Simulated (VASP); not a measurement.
Write the native input for VASP 6.6.1 that does the following.

| Item | Value |
| --- | --- |
| Task | single point |
| Functional | PBEsol |
| Potentials or basis | VASP PAW PBE potentials, release 64 (Nb_sv) |
| Cutoff | 400 eV |
| k mesh | 10 × 10 × 1 |
| Occupations | fermi-dirac, width 0.05 eV |
| Spin | non-collinear spin, zero start, spin-orbit coupling |
| Starting moments | [[0.0, 0.0, 0.0], [0.0, 0.0, 0.0], [0.0, 0.0, 0.0]] μB |
| Dipole correction | yes |
| Further INCAR settings | ALGO = Normal; EDIFF = 1e-06; NBANDS = 52; NELMDL = -8 |

The structure of Nb lies in POSCAR:

```
Nb
1.0
    3.2722439174      0.0000000000      0.0000000000
    0.0000000000      3.2722439174      0.0000000000
    0.0000000000      0.0000000000     19.2722000000
Nb
3
Direct
    0.0000000000      0.0000000000      0.4258375869
    0.5000000000      0.5000000000      0.5000000343
    0.0000000000      0.0000000000      0.5741623788
```

These files were run (other wordings do the same):

INCAR

```
SYSTEM = Nb
PREC = Accurate
ENCUT = 400
EDIFF = 1E-6
ISMEAR = -1
SIGMA = 0.05
LREAL = .FALSE.
LASPH = .TRUE.
NELM = 200
ALGO = Normal
ISIF = 2
LWAVE = .FALSE.
LCHARG = .FALSE.
MAGMOM = 0 0 0 0 0 0 0 0 0
LORBIT = 11
LSORBIT = .TRUE.
GGA_COMPAT = .FALSE.
LORBMOM = .TRUE.
LMAXMIX = 4
LDIPOL = .TRUE.
IDIPOL = 3
DIPOL = 0.5 0.5 0.500
GGA = PS
NBANDS = 52
NELMDL = -8
```

KPOINTS

```
regular mesh
0
G
  10 10 1
  0 0 0
```

Potentials or basis: VASP PAW PBE potentials, release 64 (Nb_sv).

The run is started by

```console
$ cat potpaw_PBE.64/Nb_sv/POTCAR > POTCAR
$ mpirun -np 1 vasp_ncl > vasp.out
```

It gave:

* Net moment: 0.00 μB per cell
* Valence electrons inside the program's atomic spheres: Nb 10.73, 10.94 (each value once)

Run time: 14 min on 1 thread of Intel Xeon 8259CL, on a shared host, peak memory 0.66 GiB.
